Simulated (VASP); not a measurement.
Here is a VASP 6.6.1 calculation.

INCAR

```
SYSTEM = I
PREC = Accurate ; ENCUT = 600
EDIFF = 1E-6 ; ISMEAR = -1
SIGMA = 0.08 ; LREAL = .FALSE.
LASPH = .TRUE. ; NELM = 60
ALGO = Normal ; ISIF = 4
LWAVE = .FALSE. ; LCHARG = .FALSE.
IBRION = 2 ; NSW = 50
EDIFFG = -0.005
```

Contents of KPOINTS:

```
Automatic mesh
0
G
  12 12 7
  0 0 0
```

File POSCAR:

```
I
1.0
    3.4892093757      0.0000000000      0.0000000000
   -1.7446046878      3.0217439585      0.0000000000
    0.0000000000      0.0000000000      4.3033707294
I
2
Direct
    0.3333333333      0.6666666667      0.2500000000
    0.6666666667      0.3333333333      0.7500000000
```

Potentials or basis: VASP PAW LDA potentials, release 64 (I).

The run is started by

```console
$ cat potpaw_LDA.64/I/POTCAR > POTCAR
$ mpirun -np 1 vasp_std > vasp.out
```

(1) Predict the band gap on the k mesh.

Answers

(1) zero (bands 7 and 8 overlap by 5.64 eV).

Caveat: a cell axis changed by over 15 % at a fixed basis, so the end point is rough; spin-orbit coupling is left out, which moves the levels of the heavy elements.
